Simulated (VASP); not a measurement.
Ta4S, 5 atoms in the cell. The cell holds a slab with vacuum, 5 atoms: a = 3.319 Å, b = 3.319 Å, c = 20.300 Å, α = 90.00°, β = 90.00°, γ = 90.00°. 

| Item | Value |
| --- | --- |
| Program | VASP 6.6.1 |
| Task | relaxation of the atoms |
| Functional | PBE |
| Potentials or basis | VASP PAW PBE potentials, release 64 (Ta_pv, S) |
| Cutoff | 520 eV |
| k mesh | 8 × 8 × 1 |
| Occupations | gaussian, width 0.1 eV |
| Spin | no spin polarisation |
| Dipole correction | yes |
| Atoms held fixed (from 0) | [0, 1, 2, 3] |
| Further INCAR settings | ALGO = Normal; EDIFF = 1e-06; IBRION = 2; EDIFFG = -0.025; NSW = 36 |
| Atoms held along some axes (from 0) | atom 4 along a and b |

Potentials or basis: VASP PAW PBE potentials, release 64 (Ta_pv, S).

Command:

```bash
$ cat potpaw_PBE.64/Ta_pv/POTCAR potpaw_PBE.64/S/POTCAR > POTCAR
$ mpirun -np 1 vasp_std > vasp.out
```

Hardware: 1 thread of Oxide Virtual Turin-like Processor, on a shared host.

Task: Estimate the wall time of this run.

Result: Wall time 7.7 min on 1 thread of Oxide Virtual Turin-like Processor, on a shared host, peak memory 0.37 GiB. Counts: scf iterations 55, k points 15, ion steps 3.
